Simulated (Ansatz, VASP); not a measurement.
**One calculation of K2CF3, two programs**

Contents of INCAR:

```
SYSTEM = K2CF3
PREC = Accurate ; ENCUT = 520
EDIFF = 1E-6 ; ISMEAR = -1
SIGMA = 0.1 ; LREAL = .FALSE.
LASPH = .TRUE. ; NELM = 60
ALGO = Normal ; ISIF = 2
LWAVE = .FALSE. ; LCHARG = .TRUE.
GGA = PE ; LELF = .TRUE.
LVHAR = .TRUE. ; NBANDS = 55
```

KPOINTS

```
regular mesh
0
G
  5 5 4
  0 0 0
```

File POSCAR:

```
K2CF3
1.0
    5.8154670000      0.0000000000      0.0000000000
    2.9077330000     -5.0827690000      0.0000000000
    0.8515280000      0.0000000000     -7.1411160000
F K C
6 4 2
Direct
    0.2020000000      0.5960000000      0.2500000000
    0.7980000000      0.4040000000      0.7500000000
    0.5730000000      0.2100000000      0.2930000000
    0.2170000000      0.2100000000      0.2070000000
    0.4270000000      0.7900000000      0.7070000000
    0.7830000000      0.7900000000      0.7930000000
    0.3320000000      0.3360000000      0.7500000000
    0.6680000000      0.6640000000      0.2500000000
    0.0000000000      0.0000000000      0.5000000000
    0.0000000000      0.0000000000      0.0000000000
    0.3330000000      0.3340000000      0.2500000000
    0.6670000000      0.6660000000      0.7500000000
```

Input for Ansatz:

```yaml
crystal:
  lattice:
    - [5.815467, 0.0, 0.0]
    - [2.907733, -5.082769, 0.0]
    - [0.851528, 0.0, -7.141116]
  atoms:
    - { symbol: F, position: [0.202, 0.596, 0.25] }
    - { symbol: F, position: [0.798, 0.404, 0.75] }
    - { symbol: K, position: [0.332, 0.336, 0.75] }
    - { symbol: K, position: [0.668, 0.664, 0.25] }
    - { symbol: F, position: [0.573, 0.21, 0.293] }
    - { symbol: F, position: [0.217, 0.21, 0.207] }
    - { symbol: F, position: [0.427, 0.79, 0.707] }
    - { symbol: F, position: [0.783, 0.79, 0.793] }
    - { symbol: K, position: [0.0, 0.0, 0.5] }
    - { symbol: K, position: [0.0, 0.0, 0.0] }
    - { symbol: C, position: [0.333, 0.334, 0.25] }
    - { symbol: C, position: [0.667, 0.666, 0.75] }
  symmetry: { tolerance: 0.0003 }
kpoints:
  mp_grid: { grid: [5, 5, 4], shift: [0, 0, 0] }
  band_path:
    path:
      - [0.0, 0.0, 0.0]
      - [0.0, -0.5, 0.0]
      - [0.0, -0.5, -0.5]
      - [0.0, 0.0, -0.5]
      - [0.0, 0.0, 0.0]
      - [-0.5, -0.5, -0.5]
      - [0.0, 0.0, 0.0]
      - [-0.5, -0.5, 0.0]
    npoints: 8
magnetization:
  spin_polarized: false
scf:
  occupations: { method: fermi_dirac }
  lower_state_search: "off"
  max_iter: 200
hamiltonian:
  pseudopotentials: { kind: paw }
  xc: pbe
basis:
  ecutwfc: 420
  fft_grid_basis: typed
output:
  forces: true
  stress: true
  eigenvalues: true
  populations: true
  elf: true
  write_potential: true
  volumetric_format: npy
  dos:
    e_range: [-12, 8]
    de: 0.05
    projected: { site_lists: { C: [C], F: [F], K: [K] } }
checkpoint:
  read: saved_state
```

Alike in both runs: task single point; functional PBE; k mesh 5 × 5 × 4; no spin polarisation.

|  | VASP | Ansatz |
| --- | --- | --- |
| version | VASP 6.6.1 | Ansatz 0.2.0 |
| potentials or method | VASP PAW PBE potentials, release 64 (F, K_sv, C), cutoff 520 eV | PAW plane waves |
| occupations | fermi-dirac, width 0.1 eV | fermi-dirac |
| valence electrons in the cell | 86 | 86 |

Ansatz gave:

* pressure (GPa): 16.6
* rms of the force components (eV/Å): 2.382

Question: Which values does VASP return?

Answer: Pressure (GPa): 17.3; rms of the force components (eV/Å): 2.588.
